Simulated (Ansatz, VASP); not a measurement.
**Two plane-wave programs on Be**

```
Be
1.0
     2.23570    0.00000    0.00000
    -1.11785    1.93617    0.00000
     0.00000    0.00000    3.49026
Be
2
Direct
  0.33333 0.66667 0.25000
  0.66667 0.33333 0.75000
```

Alike in both runs: functional LDA; k mesh 9 × 9 × 6; occupations gaussian, width 0.1 eV; no spin polarisation.

Ansatz relaxed the structure, and its values are those at the end. VASP's run is a single point on that final structure, the one shown.

|  | VASP | Ansatz |
| --- | --- | --- |
| version | VASP 6.6.1 | Ansatz 0.2.0 |
| potentials or method | VASP PAW LDA potentials, release 64 (Be), cutoff 600 eV | scalar-relativistic, plane waves, PAW |
| valence electrons in the cell | 4 | 4 |

Ansatz gave:

```
gap on the k mesh at the Fermi level (eV) : none
pressure (GPa)                            : 0.0
```

What did VASP give for the same quantities?

gap on the k mesh at the Fermi level (eV): none; pressure (GPa): 0.4.

LDA's correlation is that of Perdew and Zunger in VASP and of Perdew and Wang (1992) in Ansatz. A gap of «none» marks a metal or a gap that the smearing closes.

The k mesh is coarse, so the values compare programs but aren't converged.
